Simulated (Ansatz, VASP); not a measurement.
**Zn in VASP and in Ansatz**

The input INCAR:

```
SYSTEM = Zn
PREC = Accurate
ENCUT = 520
EDIFF = 1E-7
ISMEAR = -1
SIGMA = 0.05
LREAL = .False.
LASPH = .True.
NELM = 60
ALGO = Normal
ISIF = 2
LWAVE = .False.
LCHARG = .False.
GGA = PS
NBANDS = 19
```

Contents of KPOINTS:

```
Automatic mesh
0
Gamma
  13 13 13
  0 0 0
```

The input POSCAR:

```
Zn
1.0
    0.0000000000      2.6014793294      2.6014793294
    2.6014793294      0.0000000000      2.6014793294
    2.6014793294      2.6014793294      0.0000000000
Zn
2
Direct
   -0.1250000000     -0.1250000000     -0.1250000000
    0.1250000000      0.1250000000      0.1250000000
```

Input for Ansatz:

```yaml
crystal:
  lattice:
    - [0.0, 2.6014793294, 2.6014793294]
    - [2.6014793294, 0.0, 2.6014793294]
    - [2.6014793294, 2.6014793294, 0.0]
  atoms:
    - { symbol: Zn, position: [-0.125, -0.125, -0.125] }
    - { symbol: Zn, position: [0.125, 0.125, 0.125] }
kpoints:
  mp_grid: { grid: [13, 13, 13] }
scf:
  occupations: { method: fermi_dirac, width: 0.05 }
hamiltonian:
  xc: pbesol
  pseudopotentials: { kind: all_electron, lapw: { basis_error: 0.001 } }
output:
  forces: true
  stress: true
  eigenvalues: true
  populations: true
```

Change from the starting cell: volume scaled by 0.78, LAPW.

Alike in both runs: task single point; functional PBEsol; k mesh 13 × 13 × 13; occupations fermi-dirac, width 0.05 eV; no spin polarisation.

```csv
,VASP,Ansatz
version,VASP 6.6.1,Ansatz 0.2.0
potentials or method,"VASP PAW PBE potentials, release 64 (Zn), cutoff 520 eV","all-electron LAPW, scalar-relativistic"
```

VASP gave:

```
pressure (GPa) : 17.3
```

Question: What did Ansatz give for the same quantities?

Answer: Pressure (GPa): 16.8.

VASP's potentials were made for PBE, not for PBEsol. Ansatz ran all-electron here, and VASP with PAW potentials.
